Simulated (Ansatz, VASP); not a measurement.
# CsOs: VASP beside Ansatz

The input INCAR:

```
ALGO = Normal
EDIFF = 1E-7
ENCUT = 520
GGA = PE
ISIF = 2
ISMEAR = 0
LASPH = T
LCHARG = F
LREAL = F
LWAVE = F
NBANDS = 16
NELM = 80
PREC = Accurate
SIGMA = 0.1
```

The input KPOINTS:

```
k-points
0
Gamma
  6 6 6
```

The input POSCAR:

```
CsOs
1.0
    2.4885728100      1.4367781800      6.3608001100
   -2.4885728100      1.4367781800      6.3608001100
    0.0000000000     -2.8735563600      6.3608001100
Cs Os
1 1
Direct
    0.5000000000      0.5000000000      0.5000000000
    0.0000000000      0.0000000000      0.0000000000
```

Input for Ansatz:

```yaml
crystal:
  lattice:
    - [2.48857281, 1.43677818, 6.36080011]
    - [-2.48857281, 1.43677818, 6.36080011]
    - [0.0, -2.87355636, 6.36080011]
  atoms:
    - { symbol: Cs, position: [0.5, 0.5, 0.5] }
    - { symbol: Os, position: [0.0, 0.0, 0.0] }
basis:
  ecutwfc: 420
kpoints:
  mp_grid: { grid: [6, 6, 6] }
hamiltonian:
  xc: pbe
scf:
  occupations: { method: gaussian, width: 0.1 }
  lower_state_search: "off"
output:
  forces: true
  stress: true
  eigenvalues: true
```

Alike in both runs: task single point; functional PBE; k mesh 6 × 6 × 6; occupations gaussian, width 0.1 eV; no spin polarisation.

```csv
,VASP,Ansatz
version,VASP 6.6.1,Ansatz 0.2.0
potentials or method,"VASP PAW PBE potentials, release 64 (Cs_sv, Os), cutoff 520 eV","scalar-relativistic, plane waves, PAW"
valence electrons in the cell,17,25
```

```csv
,VASP,Ansatz,Ansatz less VASP
gap on the k mesh at the Fermi level (eV),none,none,-
pressure (GPa),-2.3,-2.3,0.00
"traceless stress, the component that is largest in VASP (GPa)",-1.12,-1.11,+0.014
```

A gap of «none» marks a metal or a gap that the smearing closes. With one functional, cell and mesh, what is left measures potentials, basis and numerics. VASP's potentials hold 17 valence electrons a cell and Ansatz's 25, so a difference there can come from the potentials and not from the codes.

Neither program's run includes spin-orbit coupling.
